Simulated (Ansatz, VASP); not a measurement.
Pt in VASP and in Ansatz

```
Pt
1.0
     2.80800    0.00000    0.00000
     0.00000    2.80800    0.00000
     0.00000    0.00000   23.94220
Pt
5
Direct
  0.00000 0.00000 0.33414
  0.50000 0.50000 0.41707
  0.00000 0.00000 0.50000
  0.50000 0.50000 0.58293
  0.00000 0.00000 0.66586
```

Alike in both runs: task single point; functional PBE; k mesh 12 × 12 × 1; occupations fermi-dirac, width 0.08 eV; no spin polarisation.

|  | VASP | Ansatz |
| --- | --- | --- |
| version | VASP 6.6.1 | Ansatz 0.2.0 |
| potentials or method | VASP PAW PBE potentials, release 64 (Pt) | PAW with Ansatz's default frozen-core files, scalar-relativistic |
| plane-wave cutoff (eV) | 520 | 420 |
| valence electrons in the cell | 50 | 90 |

```tsv
	VASP	Ansatz	Ansatz less VASP
rms of the force components (eV/Å)	0.140	0.136	-0.0041
```

Atom by atom the forces differ by 0.006 eV/Å (rms over components). VASP's potentials hold 50 valence electrons a cell and Ansatz's 90, so a difference there can come from the potentials and not from the codes.

Neither program's run includes spin-orbit coupling.
